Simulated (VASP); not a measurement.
# Mg4Si in VASP: further runs, part 2 of 2

VASP 6.6.1. Earlier steps stand in the parts before.

### 4 Single point, PBE

Input file INCAR:

```
  PREC = Accurate
  ENCUT = 520
  EDIFF = 1E-6
  ISMEAR = 0
  SIGMA = 0.1
  LREAL = False
  LASPH = True
  NELM = 80
  ALGO = Normal
  ISIF = 2
  LWAVE = False
  LCHARG = False
  LDIPOL = True
  IDIPOL = 3
  DIPOL = 0.5 0.5 0.390
  GGA = PE
  NBANDS = 14
```

Input file KPOINTS:

```
regular mesh
0
Gamma
  9 9 1
```

Input file POSCAR:

```
Mg4Si
1.0
    3.2100692859      0.0000000000      0.0000000000
   -1.6050346429      2.7800015495      0.0000000000
    0.0000000000      0.0000000000     23.2147784313
Mg Si
4 1
Direct
    0.6666666667      0.3333333333      0.1723040352
    0.3333333333      0.6666666667      0.2829644272
    0.6666666667      0.3333333333      0.3920793237
    0.3333333333      0.6666666667      0.5046258988
    1.0000000000      1.0000000000      0.5980126668
```

Potentials or basis: VASP PAW PBE potentials, release 64 (Mg, Si).

Started as:

```bash
> cat potpaw_PBE.64/Mg/POTCAR potpaw_PBE.64/Si/POTCAR > POTCAR
> mpirun -np 1 vasp_std > vasp.out
```

OUTCAR:

```text
PREC = Accurate
   ENCUT = 520
   EDIFF = 1E-6
   ISMEAR = 0
   LREAL = False
   LASPH = True
   NELM = 80
   ISIF = 2
   GGA = PE

 ion  position               nearest neighbor table
   1  0.667  0.333  0.172-   2 3.17   2 3.17   2 3.17
   2  0.333  0.667  0.283-   3 3.14   3 3.14   3 3.14   1 3.17   1 3.17   1 3.17
   3  0.667  0.333  0.392-   2 3.14   2 3.14   2 3.14   4 3.20   4 3.20   4 3.20
   4  0.333  0.667  0.505-   5 2.85   5 2.85   5 2.85   3 3.20   3 3.20   3 3.20
   5  0.000  0.000  0.598-   4 2.85   4 2.85   4 2.85

  LATTYP: Found a hexagonal cell.
 ALAT       =     3.2100692859
 C/A-ratio  =     7.2318621075

  Lattice vectors:

 A1 = (   3.2100692859,   0.0000000000,   0.0000000000)
 A2 = (  -1.6050346429,   2.7800015495,   0.0000000000)
 A3 = (   0.0000000000,   0.0000000000,  23.2147784313)

Analysis of symmetry for initial positions (statically):
=====================================================================
 Subroutine PRICEL returns:
 Original cell was already a primitive cell.

 Routine SETGRP: Setting up the symmetry group for a
 hexagonal supercell.

 Subroutine GETGRP returns: Found  6 space group operations
 (whereof  6 operations were pure point group operations)
 out of a pool of 24 trial point group operations.

The static configuration has the point symmetry C_3v.

Analysis of symmetry for dynamics (positions and initial velocities):
=====================================================================
 Subroutine PRICEL returns:
 Original cell was already a primitive cell.

 Routine SETGRP: Setting up the symmetry group for a
 hexagonal supercell.

 Subroutine GETGRP returns: Found  6 space group operations
 (whereof  6 operations were pure point group operations)
 out of a pool of 24 trial point group operations.

The dynamic configuration has the point symmetry C_3v.

 Subroutine INISYM returns: Found  6 space group operations
 (whereof  6 operations are pure point group operations),
 and found     1 'primitive' translations

----------------------------------------------------------------------------------------

                                     Primitive cell

  volume of cell :     207.1686

  direct lattice vectors                    reciprocal lattice vectors
     3.210069286  0.000000000  0.000000000     0.311519756  0.179856015  0.000000000
    -1.605034643  2.780001550  0.000000000     0.000000000  0.359712030  0.000000000
     0.000000000  0.000000000 23.214778431     0.000000000  0.000000000  0.043076009

  length of vectors
     3.210069286  3.210069286 23.214778431     0.359712030  0.359712030  0.043076009

  position of ions in fractional coordinates (direct lattice)
     0.666666667  0.333333333  0.172304035
     0.333333333  0.666666667  0.282964427
     0.666666667  0.333333333  0.392079324
     0.333333333  0.666666667  0.504625899
     0.000000000  0.000000000  0.598012667

  ion indices of the primitive-cell ions
   primitive index   ion index
                 1           1
                 2           2
                 3           3
                 4           4
                 5           5

----------------------------------------------------------------------------------------

 KPOINTS: regular mesh
[... 48 lines left out ...]
   ICHARG =      2    charge: 1-file 2-atom 10-const
   ISPIN  =      1    spin polarized calculation?
   LNONCOLLINEAR =      F non collinear calculations
   LSORBIT =      F    spin-orbit coupling
   LASPH  =      T    aspherical Exc in radial PAW
   ENCUT  =  520.0 eV  38.22 Ry    6.18 a.u.   5.97  5.97 43.16*2*pi/ulx,y,z
   NELM   =     80;   NELMIN=  2; NELMDL= -5     # of ELM steps
   EDIFF  = 0.1E-05   stopping-criterion for ELM
   LREAL  =      F    real-space projection
   EDIFFG = 0.1E-04   stopping-criterion for IOM
   NSW    =      0    number of steps for IOM
   IBRION =     -1    ionic relax: 0-MD 1-quasi-New 2-CG
   NFREE  =      0    steps in history (QN), initial steepest desc. (CG)
   ISIF   =      2    stress and relaxation
   ISYM   =      2    0-nonsym 1-usesym 2-fastsym
   POTIM  = 0.5000    time-step for ionic-motion
   TEBEG  =    0.0;   TEEND  =   0.0 temperature during run
   PSTRESS=    0.0 pullay stress
   NELECT =      12.0000    total number of electrons
   NUPDOWN=      -1.0000    fix difference up-down
   EMIN   =  10.00;   EMAX   =-10.00  energy-range for DOS
   EFERMI =   0.00;   METHOD = LEGACY
   ISMEAR =     0;   SIGMA  =   0.10  broadening in eV -4-tet -1-fermi 0-gaus
   EFERMI_NEDOS =   21; number of points for ismear=-14 and -15
   IALGO  =     38    algorithm
   IMIX   =      4    mixing-type and parameters
     AMIX     =   0.40;   BMIX     =  1.00
     AMIX_MAG =   1.60;   BMIX_MAG =  1.00
  volume/ion in A,a.u.               =      41.43       279.61
  Fermi-wavevector in a.u.,A,eV,Ry     =   0.633423  1.196996  5.458996  0.401225
  Thomas-Fermi vector in A             =   1.697074
   LORBIT       =      0    0 simple, 1 ext, 2 COOP (PROOUT), +10 PAW based schemes
   GGA     = PE    functional components
   LHFCALC =     F    Hartree Fock is set to
   AEXX    =    0.0000 exact exchange contribution
   IVDW    =     0    specifies the selected vdW correction
   LEPSILON=     F    determine dielectric tensor
   LRPA    =     F    only Hartree local field effects (RPA)
 non-spin polarized calculation
 Gauss-broadening in eV      SIGMA  =   0.10
  energy-cutoff  :      520.00
  volume of cell :      207.17
 maximum number of plane-waves:      5628
 NGX is ok and might be reduce to    24
   NGX = 11   NGY = 11   NGZ = 87

 dipolmoment           0.000000      0.000000     -0.000024 electrons x Angstroem

 number of electron      12.0000000 magnetization

 dipolmoment           0.000000      0.000000      0.060367 electrons x Angstroem

 Free energy of the ion-electron system (eV)
  ---------------------------------------------------
  ext. energy  EPLUGINS =         0.00000000
  ---------------------------------------------------
  free energy    TOTEN  =        -9.93846413 eV

  energy without entropy =       -9.92638466  energy(sigma->0) =       -9.93242439

 E-fermi :  -0.2357     XC(G=0):  -5.3808

 val. band max:       -0.3019584321   @ k =   0.3333   0.2222   0.0000
 cond. band min:      -0.1763437527   @ k =   0.4444   0.1111   0.0000
 fundamental gap:      0.1256146793
 Fermi energy:        -0.2357288162

 k-point     1 :       0.0000    0.0000    0.0000
  band No.  band energies     occupation
      1      -9.6608      2.00000
      2      -6.7787      2.00000
      3      -5.8964      2.00000
      4      -4.6293      2.00000
      5      -3.0926      2.00000
      6      -1.5582      2.00000
      7       0.6522      0.00000
      8       2.5138      0.00000
      9       3.5473      0.00000
     10       4.7311      0.00000
     11       5.0267      0.00000
     12       5.4093      0.00000
     13       5.4093      0.00000
     14       7.2001      0.00000
[... 173 lines left out ...]
      1      -5.3695      2.00000
      2      -2.4697      2.00000
      3      -2.3040      2.00000
      4      -0.6232      2.00000
      5      -0.5270      1.99996
      6      -0.5259      1.99996
      7      -0.1377      0.16564
      8       0.1577      0.00000
      9       0.5313      0.00000
     10       0.7537      0.00000
     11       2.0387      0.00000
     12       2.1957      0.00000
     13       2.2233      0.00000
     14       3.8440      0.00000

------------------------ aborting loop because EDIFF is reached ----------------------------------------

 vacuum level on the upper side and lower side of the slab       (xc-potential included)         0.427        -0.791

  FORCE on cell =-STRESS in cart. coord.  units (eV):
  Direction    XX          YY          ZZ          XY          YZ          ZX
  --------------------------------------------------------------------------------------
  -------------------------------------------------------------------------------------
  Total       -2.6976316     -2.6976316      0.2093256     -0.0000000      0.0000000      0.0000000
  in kB      -20.8626383    -20.8626383      1.6188586     -0.0000000      0.0000000      0.0000000
  external PRESSURE =     -13.3688060 kB  Pullay stress =       0.0000000 kB

 VOLUME and BASIS-vectors are now :
 -----------------------------------------------------------------------------
  energy-cutoff  :      520.00
  volume of cell :      207.17
      direct lattice vectors                 reciprocal lattice vectors
     3.210069286  0.000000000  0.000000000     0.311519756  0.179856015  0.000000000
    -1.605034643  2.780001550  0.000000000     0.000000000  0.359712030  0.000000000
     0.000000000  0.000000000 23.214778431     0.000000000  0.000000000  0.043076009

 POSITION                                       TOTAL-FORCE (eV/Angst)
 -----------------------------------------------------------------------------------
      1.60503      0.92667      4.00000        -0.000000      0.000000     -0.058550
     -0.00000      1.85333      6.56896        -0.000000     -0.000000      0.049573
      1.60503      0.92667      9.10203        -0.000000      0.000000     -0.008751
     -0.00000      1.85333     11.71478         0.000000     -0.000000      0.021749
      0.00000      0.00000     13.88273         0.000000      0.000000     -0.004021
 -----------------------------------------------------------------------------------
    total drift:                               -0.000000     -0.000000     -0.000114

  FREE ENERGIE OF THE ION-ELECTRON SYSTEM (eV)
  ---------------------------------------------------
  free  energy   TOTEN  =        -9.9384641287 eV

  energy  without entropy=       -9.9263846594  energy(sigma->0) =       -9.93242439

 vacuum level on the upper side and lower side of the slab         4.572         3.273
```

Run time: 25 s. Hardware: 1 thread of Intel Xeon 6975P-C (Granite Rapids), shared host; peak memory 0.31 GiB.

What came out:

```yaml
Free_energy: -9.9385 eV
Largest_force: 0.059 eV/Å
Band_gap_on_the_k_mesh: zero (bands 6 and 7 overlap by 0.18 eV)
```

Forces in eV/Å, atoms in the order of the input:
```
Mg   0.000  0.000 -0.059
Mg   0.000  0.000  0.050
Mg   0.000  0.000 -0.009
Mg   0.000  0.000  0.022
Si   0.000  0.000 -0.004
```

### 5 Relaxation of the atoms, PBE

Input file INCAR:

```
SYSTEM = Mg4Si
PREC     = Accurate       ! precision mode
ENCUT    = 520            ! plane-wave cutoff, eV
EDIFF    = 1E-6           ! SCF threshold, eV
ISMEAR   = 0              ! smearing method
SIGMA    = 0.1            ! smearing width, eV
LREAL    = .False.        ! projectors in reciprocal space
LASPH    = .True.         ! aspherical terms in the spheres
NELM     = 80             ! most SCF steps
ALGO     = Normal         ! electronic algorithm
ISIF     = 2              ! what is computed and relaxed
LWAVE    = .False.        ! write WAVECAR
LCHARG   = .False.        ! write CHGCAR
LDIPOL   = .True.       
IDIPOL   = 3            
DIPOL    = 0.5 0.5 0.393
GGA      = PE             ! functional
IBRION   = 2              ! ionic algorithm
NSW      = 36             ! ionic steps
EDIFFG   = -0.025         ! ionic threshold
```

Input file KPOINTS:

```
Automatic mesh
0
Gamma
  9 9 1
  0 0 0
```

Input file POSCAR:

```
Mg4Si
1.0
    3.2100692859      0.0000000000      0.0000000000
   -1.6050346429      2.7800015495      0.0000000000
    0.0000000000      0.0000000000     23.2147784313
Mg Si
4 1
Selective dynamics
Direct
    0.6666666667      0.3333333333      0.1723040352  F F F
    0.3333333333      0.6666666667      0.2829644272  F F F
    0.6666666667      0.3333333333      0.3920793237  F F F
    0.3333333333      0.6666666667      0.5046258988  F F F
    0.3333333333      0.6666666667      0.6131774410  F F T
```

Started as:

```bash
> cat potpaw_PBE.64/Mg/POTCAR potpaw_PBE.64/Si/POTCAR > POTCAR
> mpirun -np 1 vasp_std > vasp.out
```

Wall time 46 s (1 thread of Intel Xeon 6975P-C (Granite Rapids), shared host); peak memory 0.31 GiB.

It converged, with:

| Quantity | Value |
| --- | --- |
| Free energy | -9.4470 eV |
| Energy gained by relaxing | 10.8 meV/atom |
| Ionic steps | 4 |
| Band gap on the k mesh | 0.05 eV (least direct gap 0.13 eV) |

The path:
| step | energy change (eV) | largest force on free atoms (eV/Å) | pressure (GPa) |
| --- | --- | --- | --- |
| 1 | 0.0000 | 0.7013 | -1.10 |
| 2 | -0.0207 | 0.5289 | -1.22 |
| 3 | -0.0521 | 0.1151 | -1.51 |
| 4 | -0.0540 | 0.0242 | -1.58 |

Final structure:
```
Mg Si
1.0
     3.21007    0.00000    0.00000
    -1.60503    2.78000    0.00000
     0.00000    0.00000   23.21478
Mg Si
4 1
Direct
  0.66667 0.33333 0.17230
  0.33333 0.66667 0.28296
  0.66667 0.33333 0.39208
  0.33333 0.66667 0.50463
  0.33333 0.66667 0.62022
```

Levels at points of the mesh, in eV from the valence-band top:
```tsv
k point	band 2	band 3	band 4	band 5	band 6	band 7	band 8	band 9	band 10
(0.00, 0.00, 0.00)	-6.49	-5.64	-4.39	-2.87	-1.46	0.48	2.44	3.64	4.80
```

Caveat: semilocal functionals underestimate gaps, and a narrow one can read as zero.

### 6 The runs side by side

| task | cell | atoms held fixed (from 0) | atoms held along some axes (from 0) | gap on the mesh (eV) | largest force (eV/Å) |
| --- | --- | --- | --- | --- | --- |
| single point | a = 3.210, b = 3.210, c = 23.215 Å, angles 90.0, 90.0, 120.0°, 5 atoms, atomic positions A | - | - | 0.05 | 0.08 |
| single point | a = 3.210, b = 3.210, c = 23.215 Å, angles 90.0, 90.0, 120.0°, 5 atoms, atomic positions B | - | - | none | 0.05 |
| single point | a = 3.210, b = 3.210, c = 23.215 Å, angles 90.0, 90.0, 120.0°, 5 atoms, atomic positions C | - | - | none | 0.06 |
| relaxation of the atoms | atoms relaxed from a = 3.210, b = 3.210, c = 23.215 Å, angles 90.0, 90.0, 120.0°, 5 atoms, atomic positions D | [0, 1, 2, 3] | atom 4 along a and b | 0.05 | - |

Alike in all rows: level PBE; potentials or basis VASP PAW PBE potentials, release 64 (Mg, Si); no spin polarisation; k mesh 9 × 9 × 1; cutoff (eV) 520; smearing gaussian 0.1 eV.

Caveats: semilocal functionals underestimate gaps, and a narrow one can read as zero (at least some runs).

Absolute energies hang on the potentials; compare differences alone.

The gap in the log of VASP goes by the Fermi energy; the results here count the filled bands.